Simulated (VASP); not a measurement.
Write the native input for VASP 6.6.1 that does the following.

```
Task                   : single point
Functional             : PBE
Potentials or basis    : VASP PAW PBE potentials, release 64 (Cu)
Cutoff                 : 520 eV
k mesh                 : 14 × 14 × 1
Occupations            : fermi-dirac, width 0.1 eV
Spin                   : no spin polarisation
Dipole correction      : no
Further INCAR settings : ALGO = Normal; EDIFF = 1e-06; NBANDS = 24
```

The structure of Cu lies in POSCAR:

```
Cu
1.0
    2.5665139637      0.0000000000      0.0000000000
    0.0000000000      2.5665139637      0.0000000000
    0.0000000000      0.0000000000     19.6296000000
Cu
3
Direct
    0.0000000000      0.0000000000      0.4099484592
    0.5000000000      0.5000000000      0.4999999064
    0.0000000000      0.0000000000      0.5900516344
```

One way to write it, as run:

INCAR

```
SYSTEM = Cu
ALGO     = Normal         ! electronic algorithm
EDIFF    = 1E-6           ! SCF threshold, eV
ENCUT    = 520            ! plane-wave cutoff, eV
GGA      = PE             ! functional
ISIF     = 2              ! what is computed and relaxed
ISMEAR   = -1             ! smearing method
LASPH    = .TRUE.         ! aspherical terms in the spheres
LCHARG   = .FALSE.        ! write CHGCAR
LREAL    = .FALSE.        ! projectors in reciprocal space
LWAVE    = .FALSE.        ! write WAVECAR
NBANDS   = 24             ! bands
NELM     = 100            ! most SCF steps
PREC     = Accurate       ! precision mode
SIGMA    = 0.1            ! smearing width, eV
```

KPOINTS

```
k-points
0
G
  14 14 1
  0 0 0
```

Potentials or basis: VASP PAW PBE potentials, release 64 (Cu).

Command:

```sh
$ cat potpaw_PBE.64/Cu/POTCAR > POTCAR
$ mpirun -np 1 vasp_std > vasp.out
```

It gave:

| Item | Value |
| --- | --- |
| Largest force | 0.030 eV/Å |

It took 120 s on 1 thread of Intel Xeon 6975P-C (shared host), peak memory 0.28 GiB.
